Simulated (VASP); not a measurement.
Input of a VASP 6.6.1 run:

The input INCAR:

```
SYSTEM = ZrB2
PREC = Accurate ; ENCUT = 520
EDIFF = 1E-6 ; ISMEAR = 0
SIGMA = 0.15 ; LREAL = .False.
LASPH = .True. ; NELM = 80
ALGO = Normal ; ISIF = 2
LWAVE = .False. ; LCHARG = .False.
NBANDS = 16
```

File KPOINTS:

```
Automatic mesh
0
Gamma
  18 18 12
  0 0 0
```

The input POSCAR:

```
ZrB2
1.0
    2.8672816943      0.0000000000      0.0000000000
   -1.4336408472      2.4831387870      0.0000000000
    0.0000000000      0.0000000000      3.8309750717
Zr B
1 2
Direct
    0.0000000000      0.0000000000      0.0000000000
    0.3333333333      0.6666666667      0.5000000000
    0.6666666667      0.3333333333      0.5000000000
```

Potentials or basis: VASP PAW LDA potentials, release 64 (Zr_sv, B).

Run with:

```bash
$ cat potpaw_LDA.64/Zr_sv/POTCAR potpaw_LDA.64/B/POTCAR > POTCAR
$ mpirun -np 1 vasp_std > vasp.out
```

Problem. What does it give for the pressure?

Solution. 31.2 GPa.

Problem. What does it give for the band gap on the k mesh?

Solution. Zero (band 9 reaches 11.86 eV, above the bottom of band 10 at 10.86 eV).

Stress tensor (GPa, compression positive):
```
 55.63   0.00   0.00
  0.00  55.63   0.00
  0.00   0.00 -17.76
```
